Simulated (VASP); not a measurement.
# FePt (Cmmm) in VASP: a series of runs

Runs on FePt. Level: PBE. Tasks: single point, relaxation of cell and atoms.

Everything below comes from runs of VASP 6.6.1. Logs are shortened: lines on timing, memory, paths and dates and some standing lists are left out, and cuts for length are marked.

### Step 1. The cell of the first run

Symmetry: Cmmm, No. 65, orthorhombic system. Conventional cell: a = 3.016 Å, b = 4.265 Å, c = 4.265 Å, α = 90.00°, β = 90.00°, γ = 90.00°. Fe (site symmetry mmm) has 8 Pt at 2.61 to 3.02 Å and 6 Fe at 2.61 to 3.02 Å within 3.4 Å. Within 3.4 Å of Pt (site symmetry mmm) lie 8 Fe at 2.61 to 3.02 Å and 6 Pt at 2.61 to 3.02 Å.

### Step 2. Single point, PBE, collinear spin, ferromagnetic start

INCAR reads:

```
SYSTEM = FePt
PREC = Accurate
ENCUT = 600
EDIFF = 1E-6
ISMEAR = 0
SIGMA = 0.1
LREAL = .False.
LASPH = .True.
NELM = 200
ALGO = Normal
ISIF = 2
LWAVE = .False.
LCHARG = .True.
ISPIN = 2
MAGMOM = 4 0
LORBIT = 11
LMAXMIX = 4
GGA = PE
LELF = .True.
LVHAR = .True.
NBANDS = 20
GGA_COMPAT = .False.
```

KPOINTS reads:

```
Automatic mesh
0
Gamma
  8 8 4
  0 0 0
```

POSCAR reads:

```
FePt
1.0
    1.5079479200     -2.1325604100      0.0000000000
    1.5079479200      2.1325604100      0.0000000000
    0.0000000000      0.0000000000      4.2651208100
Fe Pt
1 1
Direct
    0.5000000000      0.5000000000      0.5000000000
    0.0000000000      0.0000000000      0.0000000000
```

Potentials or basis: VASP PAW PBE potentials, release 64 (Fe, Pt).

Command:

```bash
cat potpaw_PBE.64/Fe/POTCAR potpaw_PBE.64/Pt/POTCAR > POTCAR
mpirun -np 1 vasp_std > vasp.out
```

OUTCAR:

```text
SYSTEM = FePt
   PREC = Accurate
   ENCUT = 600
   EDIFF = 1E-6
   ISMEAR = 0
   LREAL = .False.
   LASPH = .True.
   NELM = 200
   ISIF = 2
   ISPIN = 2
   LORBIT = 11
   GGA = PE

 ion  position               nearest neighbor table
   1  0.500  0.500  0.500-   2 2.61   2 2.61   2 2.61   2 2.61   2 3.02   2 3.02   2 3.02   2 3.02

   2  0.000  0.000  0.000-   1 2.61   1 2.61   1 2.61   1 2.61   1 3.02   1 3.02   1 3.02   1 3.02

  LATTYP: Found a base centered orthorhombic cell.
 ALAT       =     3.0158958400
 B/A-ratio  =     1.4142135691
 C/A-ratio  =     1.4142135658

  Lattice vectors:

 A1 = (   1.5079479200,  -2.1325604100,   0.0000000000)
 A2 = (   1.5079479200,   2.1325604100,   0.0000000000)
 A3 = (   0.0000000000,   0.0000000000,   4.2651208100)

Analysis of symmetry for initial positions (statically):
=====================================================================
 Subroutine PRICEL returns:
 Original cell was already a primitive cell.

 Routine SETGRP: Setting up the symmetry group for a
 base centered orthorhombic supercell.

 Subroutine GETGRP returns: Found  8 space group operations
 (whereof  8 operations were pure point group operations)
 out of a pool of  8 trial point group operations.

The static configuration has the point symmetry D_2h.

Analysis of symmetry for dynamics (positions and initial velocities):
=====================================================================
 Subroutine PRICEL returns:
 Original cell was already a primitive cell.

 Routine SETGRP: Setting up the symmetry group for a
 base centered orthorhombic supercell.

 Subroutine GETGRP returns: Found  8 space group operations
 (whereof  8 operations were pure point group operations)
 out of a pool of  8 trial point group operations.

The dynamic configuration has the point symmetry D_2h.

Analysis of structural, dynamic, and magnetic symmetry:
=====================================================================
 Subroutine PRICEL returns:
 Original cell was already a primitive cell.

 Routine SETGRP: Setting up the symmetry group for a
 base centered orthorhombic supercell.

 Subroutine GETGRP returns: Found  8 space group operations
 (whereof  8 operations were pure point group operations)
 out of a pool of  8 trial point group operations.

The overall configuration has the point symmetry D_2h.

 Subroutine INISYM returns: Found  8 space group operations
 (whereof  8 operations are pure point group operations),
 and found     1 'primitive' translations

[... 115 lines left out ...]
  volume/ion in A,a.u.               =      13.72        92.56
  Fermi-wavevector in a.u.,A,eV,Ry     =   1.422600  2.688323 27.535327  2.023789
  Thomas-Fermi vector in A             =   2.543286
   LORBIT       =     11    0 simple, 1 ext, 2 COOP (PROOUT), +10 PAW based schemes
   GGA     = PE    functional components
   LHFCALC =     F    Hartree Fock is set to
   AEXX    =    0.0000 exact exchange contribution
   IVDW    =     0    specifies the selected vdW correction
   LEPSILON=     F    determine dielectric tensor
   LRPA    =     F    only Hartree local field effects (RPA)
 spin polarized calculation
 Gauss-broadening in eV      SIGMA  =   0.10
  energy-cutoff  :      600.00
  volume of cell :       27.43
 maximum number of plane-waves:       942
 NGX is ok and might be reduce to    24
   NGX = 11   NGY = 11   NGZ = 17

 number of electron      18.0000000 magnetization       3.2598208

 Free energy of the ion-electron system (eV)
  ---------------------------------------------------
  ext. energy  EPLUGINS =         0.00000000
  ---------------------------------------------------
  free energy    TOTEN  =       -14.35530433 eV

  energy without entropy =      -14.34696144  energy(sigma->0) =      -14.35113288

 E-fermi :   8.7934     XC(G=0): -13.0803

 val. band max:        8.7815368339   @ k =   0.5000   0.5000   0.0000
 cond. band min:       8.7952163134   @ k =  -0.2500   0.2500   0.2500
 fundamental gap:      0.0136794795
 Fermi energy:         8.7933718816

 spin component 1

 k-point     1 :       0.0000    0.0000    0.0000
  band No.  band energies     occupation
      1      -0.9396      1.00000
      2       2.2472      1.00000
      3       3.4528      1.00000
      4       5.3383      1.00000
      5       5.3787      1.00000
      6       5.7499      1.00000
[... 541 lines left out ...]
     19      30.4595      0.00000
     20      32.0743      0.00000

 [... further k-points ...]

 spin component 2

 k-point     1 :       0.0000    0.0000    0.0000
  band No.  band energies     occupation
      1      -0.7846      1.00000
      2       2.6429      1.00000
      3       3.7546      1.00000
      4       6.4306      1.00000
      5       6.7335      1.00000
      6       8.0266      1.00000
[... 541 lines left out ...]
     19      30.9811      0.00000
     20      32.3781      0.00000

 [... further k-points ...]

------------------------ aborting loop because EDIFF is reached ----------------------------------------

  FORCE on cell =-STRESS in cart. coord.  units (eV):
  Direction    XX          YY          ZZ          XY          YZ          ZX
  --------------------------------------------------------------------------------------
  -------------------------------------------------------------------------------------
  Total        2.5101622      2.7218781      0.1546746      0.0000000      0.0000000      0.0000000
  in kB      146.6099178    158.9755112      9.0340114      0.0000000      0.0000000      0.0000000
  external PRESSURE =     104.8731468 kB  Pullay stress =       0.0000000 kB

 VOLUME and BASIS-vectors are now :
 -----------------------------------------------------------------------------
  energy-cutoff  :      600.00
  volume of cell :       27.43
      direct lattice vectors                 reciprocal lattice vectors
     1.507947920 -2.132560410  0.000000000     0.331576438 -0.234459947  0.000000000
     1.507947920  2.132560410  0.000000000     0.331576438  0.234459947  0.000000000
     0.000000000  0.000000000  4.265120810     0.000000000  0.000000000  0.234459947

 POSITION                                       TOTAL-FORCE (eV/Angst)
 -----------------------------------------------------------------------------------
      1.50795      0.00000      2.13256        -0.000000      0.000000      0.000000
      0.00000      0.00000      0.00000         0.000000      0.000000      0.000000
 -----------------------------------------------------------------------------------
    total drift:                                0.000000      0.000000     -0.000000

  FREE ENERGIE OF THE ION-ELECTRON SYSTEM (eV)
  ---------------------------------------------------
  free  energy   TOTEN  =       -14.3553043278 eV

  energy  without entropy=      -14.3469614402  energy(sigma->0) =      -14.35113288

 total charge

# of ion       s       p       d       tot
------------------------------------------
    1        0.410   0.437   6.134   6.981
    2        0.718   0.689   8.099   9.505
--------------------------------------------------
tot          1.127   1.126  14.233  16.486

 magnetization (x)

# of ion       s       p       d       tot
------------------------------------------
    1        0.000  -0.004   2.946   2.942
    2       -0.012  -0.035   0.338   0.291
--------------------------------------------------
tot         -0.012  -0.039   3.284   3.233
```

OSZICAR:

```text
N       E                     dE             d eps       ncg     rms          rms(c)
DAV:   1     0.106975872317E+03    0.10698E+03   -0.91448E+03  5144   0.114E+03
DAV:   2    -0.109449312422E+02   -0.11792E+03   -0.10348E+03  5172   0.236E+02
DAV:   3    -0.155977075797E+02   -0.46528E+01   -0.45066E+01  5880   0.528E+01
DAV:   4    -0.156526262323E+02   -0.54919E-01   -0.54868E-01  5668   0.484E+00
DAV:   5    -0.156539981881E+02   -0.13720E-02   -0.13719E-02  6152   0.861E-01    0.179E+01
DAV:   6    -0.182154434377E+02   -0.25614E+01   -0.14748E+01  5816   0.661E+01    0.303E+01
DAV:   7    -0.144601579927E+02    0.37553E+01   -0.11110E+01  6472   0.594E+01    0.899E+00
DAV:   8    -0.144304168949E+02    0.29741E-01   -0.36610E-01  6284   0.663E+00    0.420E+00
DAV:   9    -0.143787620514E+02    0.51655E-01   -0.66595E-02  6980   0.369E+00    0.205E+00
DAV:  10    -0.143556921596E+02    0.23070E-01   -0.43110E-02  7620   0.316E+00    0.493E-01
DAV:  11    -0.143556112381E+02    0.80921E-04   -0.24073E-03  6936   0.499E-01    0.260E-01
DAV:  12    -0.143552915703E+02    0.31967E-03   -0.64551E-04  7108   0.375E-01    0.732E-02
DAV:  13    -0.143553114480E+02   -0.19878E-04   -0.63502E-05  6924   0.989E-02    0.339E-02
DAV:  14    -0.143553047716E+02    0.66764E-05   -0.38119E-06  5888   0.331E-02    0.130E-02
DAV:  15    -0.143553043278E+02    0.44381E-06   -0.14333E-06  3900   0.150E-02
   1 F= -.14355304E+02 E0= -.14351133E+02  d E =-.834289E-02  mag=     3.2596
```

stdout:

```text
POSCAR found type information on POSCAR FePt
 POSCAR found :  2 types and       2 ions
 scaLAPACK will be used
 LDA part: xc-table for (Slater+PW92), standard interpolation
 POSCAR, INCAR and KPOINTS ok, starting setup
 FFT: planning ... GRIDC
 FFT: planning ... GRID_SOFT
 FFT: planning ... GRID
 WAVECAR not read
 entering main loop
```

Wall time 38 s (1 thread of AMD EPYC 9R45 (Zen 5), shared host); peak memory 0.19 GiB.

What came out:

```yaml
Free_energy: -14.3553 eV
Pressure: 10.5 GPa
Net_moment: 3.26 μB per cell
Site_moments: Fe +2.94; Pt +0.29 μB
Valence_electrons_inside_the_program's_atomic_spheres: Fe 6.98; Pt 9.51
```

Caveat: the k points lie up to 0.37 Å⁻¹ apart; spin-orbit coupling is left out, which moves the levels of the heavy elements.

### Step 3. Relaxation of cell and atoms, PBE, collinear spin, ferromagnetic start

INCAR reads:

```
SYSTEM = FePt
PREC = Accurate ; ENCUT = 600
EDIFF = 1E-7 ; ISMEAR = 0
SIGMA = 0.1 ; LREAL = .False.
LASPH = .True. ; NELM = 200
ALGO = Normal ; ISIF = 3
LWAVE = .False. ; LCHARG = .False.
ISPIN = 2 ; MAGMOM = 4 0
LORBIT = 11 ; LMAXMIX = 4
GGA = PE ; IBRION = 2
NSW = 90 ; EDIFFG = -0.04
GGA_COMPAT = .False. ; NELMIN = 4
```

KPOINTS reads:

```
regular mesh
0
Gamma
  8 8 4
  0 0 0
```

POSCAR is that of step 2.

Potentials or basis: VASP PAW PBE potentials, release 64 (Fe, Pt).

Command:

```bash
cat potpaw_PBE.64/Fe/POTCAR potpaw_PBE.64/Pt/POTCAR > POTCAR
mpirun -np 1 vasp_std > vasp.out
```

OUTCAR:

```text
SYSTEM = FePt
   PREC = Accurate
   ENCUT = 600
   EDIFF = 1E-7
   ISMEAR = 0
   LREAL = .False.
   LASPH = .True.
   NELM = 200
   ISIF = 3
   ISPIN = 2
   LORBIT = 11
   GGA = PE
   IBRION = 2
   NSW = 90
   EDIFFG = -0.04
   NELMIN = 4

 ion  position               nearest neighbor table
   1  0.500  0.500  0.500-   2 2.61   2 2.61   2 2.61   2 2.61   2 3.02   2 3.02   2 3.02   2 3.02

   2  0.000  0.000  0.000-   1 2.61   1 2.61   1 2.61   1 2.61   1 3.02   1 3.02   1 3.02   1 3.02

  LATTYP: Found a base centered orthorhombic cell.
 ALAT       =     3.0158958400
 B/A-ratio  =     1.4142135691
 C/A-ratio  =     1.4142135658

  Lattice vectors:

 A1 = (   1.5079479200,  -2.1325604100,   0.0000000000)
 A2 = (   1.5079479200,   2.1325604100,   0.0000000000)
 A3 = (   0.0000000000,   0.0000000000,   4.2651208100)

Analysis of symmetry for initial positions (statically):
=====================================================================
 Subroutine PRICEL returns:
 Original cell was already a primitive cell.

 Routine SETGRP: Setting up the symmetry group for a
 base centered orthorhombic supercell.

 Subroutine GETGRP returns: Found  8 space group operations
 (whereof  8 operations were pure point group operations)
 out of a pool of  8 trial point group operations.

The static configuration has the point symmetry D_2h.

Analysis of symmetry for dynamics (positions and initial velocities):
=====================================================================
 Subroutine PRICEL returns:
 Original cell was already a primitive cell.

 Routine SETGRP: Setting up the symmetry group for a
[... 367 lines left out ...]
 Fermi energy:         8.4479342217

 spin component 1

 k-point     1 :       0.0000    0.0000    0.0000
  band No.  band energies     occupation
      1      -0.9604      1.00000
      2       2.2589      1.00000
      3       2.4361      1.00000
      4       5.1368      1.00000
      5       5.1440      1.00000
      6       5.5651      1.00000
      7       6.4283      1.00000
      8       6.5508      1.00000
      9       8.0151      1.00000
     10       8.0948      1.00000
     11       8.1016      1.00000
     12      10.6321      0.00000
     13      17.9093      0.00000
     14      20.2859      0.00000
[... 403 lines left out ...]
      4       4.5870      1.00000
      5       5.3678      1.00000
      6       5.5681      1.00000
      7       5.6678      1.00000
      8       6.1855      1.00000
      9       6.7151      1.00000
     10       6.8527      1.00000
     11       7.8998      1.00000
     12      10.9486      0.00000
     13      15.9392      0.00000
     14      21.5374      0.00000
     15      22.2263      0.00000

 [... further k-points ...]

 spin component 2

 k-point     1 :       0.0000    0.0000    0.0000
  band No.  band energies     occupation
      1      -0.8316      1.00000
      2       2.8244      1.00000
      3       2.8339      1.00000
      4       6.2300      1.00000
      5       6.2378      1.00000
      6       7.6891      1.00000
      7       7.8301      1.00000
      8       9.0510      0.00000
      9      10.1721      0.00000
     10      10.1774      0.00000
     11      10.1882      0.00000
     12      10.8090      0.00000
     13      18.7562      0.00000
     14      20.5724      0.00000
[... 444 lines left out ...]
  FREE ENERGIE OF THE ION-ELECTRON SYSTEM (eV)
  ---------------------------------------------------
  free  energy   TOTEN  =       -14.8169622087 eV

  energy  without entropy=      -14.8132259537  energy(sigma->0) =      -14.81509408

 reached required accuracy - stopping structural energy minimisation

 total charge

# of ion       s       p       d       tot
------------------------------------------
    1        0.403   0.443   6.113   6.959
    2        0.709   0.653   8.047   9.409
--------------------------------------------------
tot          1.112   1.096  14.160  16.368

 magnetization (x)

# of ion       s       p       d       tot
------------------------------------------
    1        0.003  -0.005   2.920   2.917
    2       -0.026  -0.067   0.429   0.335
--------------------------------------------------
tot         -0.024  -0.072   3.348   3.252
```

OSZICAR:

```text
N       E                     dE             d eps       ncg     rms          rms(c)
DAV:   1     0.101983154933E+03    0.10198E+03   -0.96379E+03  3820   0.153E+03
DAV:   2    -0.118220075491E+02   -0.11381E+03   -0.10148E+03  3913   0.272E+02
[... 258 lines left out ...]
DAV:   1    -0.148182035673E+02   -0.13859E-02   -0.28857E-02  4137   0.211E+00    0.269E-01
DAV:   2    -0.148169959122E+02    0.12077E-02   -0.28164E-03  4382   0.713E-01    0.166E-01
DAV:   3    -0.148169805942E+02    0.15318E-04   -0.81142E-05  4312   0.117E-01    0.933E-02
DAV:   4    -0.148169715794E+02    0.90147E-05   -0.40253E-05  4989   0.163E-01    0.378E-02
DAV:   5    -0.148169667753E+02    0.48042E-05   -0.39498E-05  4592   0.166E-01    0.350E-02
DAV:   6    -0.148169621096E+02    0.46657E-05   -0.11434E-05  5488   0.718E-02    0.526E-03
DAV:   7    -0.148169622087E+02   -0.99155E-07   -0.64960E-07  4201   0.998E-03
  23 F= -.14816962E+02 E0= -.14815094E+02  d E =-.236741E-03  mag=     3.2732
```

Wall time 7.8 min (1 thread of AMD EPYC 9R45 (Zen 5), shared host); peak memory 0.19 GiB.

Results:

- Free energy: -14.8170 eV
- Relaxed volume: 13.96 Å³/atom
- Relaxed cell: a = 2.723 Å, b = 2.723 Å, c = 3.767 Å, α = 90.00°, β = 90.00°, γ = 90.05°
- Space group after relaxing (to 0.1 Å): P4/mmm (No. 123)
- Energy gained by relaxing: 230.8 meV/atom
- Ionic steps: 23
- Pressure after relaxing: -0.1 GPa
- Net moment: 3.27 μB per cell
- Site moments: Fe +2.92; Pt +0.34 μB
- Valence electrons inside the program's atomic spheres: Fe 6.96; Pt 9.41

Stress tensor (GPa, compression positive):
```
 0.03  0.00  0.00
 0.00  0.07  0.00
 0.00  0.00 -0.27
```

Step by step:
```tsv
step	energy change (eV)	largest force (eV/Å)	pressure (GPa)	volume (Å³)
1	0.0000	0.0000	10.47	27.43
2	0.0169	0.0000	-12.77	31.11
3	-0.0695	0.0000	-2.29	29.07
4	-0.1093	0.0000	-1.01	28.83
5	-0.1441	0.0000	2.05	28.34
6	-0.1589	0.0000	1.99	28.33
7	-0.2059	0.0000	1.84	28.27
8	-0.2830	0.0000	2.17	28.08
9	-0.3071	0.0000	6.25	27.36
10	-0.3258	0.0000	3.90	27.67
11	-0.3245	0.0000	4.71	27.57
12	-0.3759	0.0000	0.13	28.08
13	-0.3988	0.0000	-4.71	28.76
14	-0.4320	0.0000	-2.16	28.27
15	-0.4484	0.0000	1.56	27.73
16	-0.4486	0.0000	2.24	27.64
17	-0.4573	0.0000	0.56	27.86
18	-0.4583	0.0000	-0.26	27.97
19	-0.4600	0.0000	0.03	27.93
20	-0.4614	0.0000	0.75	27.83
21	-0.4614	0.0000	0.65	27.84
22	-0.4615	0.0000	-0.59	28.00
23	-0.4617	0.0000	-0.06	27.93
```

Final structure:
```
CELL_PARAMETERS angstrom
1.92445 -1.92630 0.00000
1.92445 1.92630 0.00000
0.00000 0.00000 3.76711
ATOMIC_POSITIONS crystal
Fe 0.50000 0.50000 0.50000
Pt 0.00000 0.00000 0.00000
```

Caveat: the k points lie up to 0.42 Å⁻¹ apart in the final cell; spin-orbit coupling is left out, which moves the levels of the heavy elements.
